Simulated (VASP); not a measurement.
Input of a VASP 6.6.1 run:

INCAR

```
SYSTEM = Al2O3
PREC = Accurate ; ENCUT = 520
EDIFF = 1E-7 ; ISMEAR = -1
SIGMA = 0.05 ; LREAL = .False.
LASPH = .True. ; NELM = 100
ALGO = Normal ; ISIF = 2
LWAVE = .False. ; LCHARG = .False.
GGA = CA ; NBANDS = 35
```

KPOINTS

```
regular mesh
0
Gamma
  6 3 9
  0 0 0
```

Contents of POSCAR:

```
Al2O3
1.0
    4.5926435678      0.0000000000      0.0000000000
    0.0000000000      9.5729044591      0.0000000000
    0.0000000000      0.0000000000      2.9745915970
Al O
4 6
Direct
    1.0860445457      0.8309990356      0.0000000000
   -0.0860445457      0.1690009644      0.0000000000
    0.5860445457      0.6690009644      0.5000000000
    0.4139554543      0.3309990356      0.5000000000
    0.5000000000      0.5000000000      0.5000000000
    0.2683565374      0.7772736905      0.5000000000
    0.2316434626      0.2772736905      0.0000000000
    0.7683565374      0.7227263095      0.0000000000
    0.0000000000      0.0000000000      0.0000000000
    0.7316434626      0.2227263095      0.5000000000
```

Potentials or basis: VASP PAW LDA potentials, release 64 (Al, O).

Command:

```bash
$ cat potpaw_LDA.64/Al/POTCAR potpaw_LDA.64/O/POTCAR > POTCAR
$ mpirun -np 1 vasp_std > vasp.out
```

What does it give for the band gap on the k mesh?

3.47 eV, direct.

Predict the largest force.

0.087 eV/Å.

Predict the pressure.

0.8 GPa.

Forces in eV/Å, atoms in the order of the input:
```
Al   0.027 -0.083  0.000
Al  -0.027  0.083  0.000
Al   0.027  0.083  0.000
Al  -0.027 -0.083  0.000
O    0.000  0.000  0.000
O    0.011 -0.004  0.000
O   -0.011 -0.004  0.000
O    0.011  0.004  0.000
O    0.000  0.000  0.000
O   -0.011  0.004  0.000
```

A k mesh can miss the band edges. As with any semilocal functional, this LDA gap is likely too small.
